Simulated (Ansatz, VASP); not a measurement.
# One calculation of CuF3, two programs

```xyz
8
Lattice="3.9121 0.0000 3.9121 0.0000 3.9121 3.9121 0.0000 0.0000 7.8242" Properties=species:S:1:pos:R:3 pbc="T T T"
Cu    0.0000    0.0000    0.0000
Cu    0.0000    0.0000    3.9121
F     1.9561    0.0000    7.8242
F     0.0000    0.0000    1.9561
F     0.0000    1.9561    7.8242
F     1.9561    0.0000    3.9121
F     0.0000    0.0000    5.8682
F     0.0000    1.9561    3.9121
```

Alike in both runs: functional PBE; k mesh 10 × 10 × 5; occupations gaussian, width 0.05 eV; collinear spin.

Ansatz relaxed the structure, and its values are those at the end. VASP's run is a single point on that final structure, the one shown.

```csv
,VASP,Ansatz
version,VASP 6.6.1,Ansatz 0.2.0
potentials or method,"VASP PAW PBE potentials, release 64 (Cu, F), cutoff 520 eV","scalar-relativistic, plane waves, PAW"
valence electrons in the cell,64,80
```

Ansatz gave:

- gap on the k mesh at the Fermi level (eV): 0.22
- least direct gap on the mesh (eV): 0.23
- pressure (GPa): -7.1
- net moment per atom (μB): 0.00
- size of the moment on the site where the two differ most (μB): 0.72

**Question.** Estimate VASP's values.

**Answer.** gap on the k mesh at the Fermi level (eV): 0.13; least direct gap on the mesh (eV): 0.13; pressure (GPa): -6.9; net moment per atom (μB): 0.00; size of the moment on the site where the two differ most (μB): 0.65.

Site moments also hang on the region over which each program counts them. VASP's potentials hold 64 valence electrons a cell and Ansatz's 80, so a difference there can come from the potentials and not from the codes. Ansatz's warnings: stress scf threshold loose.
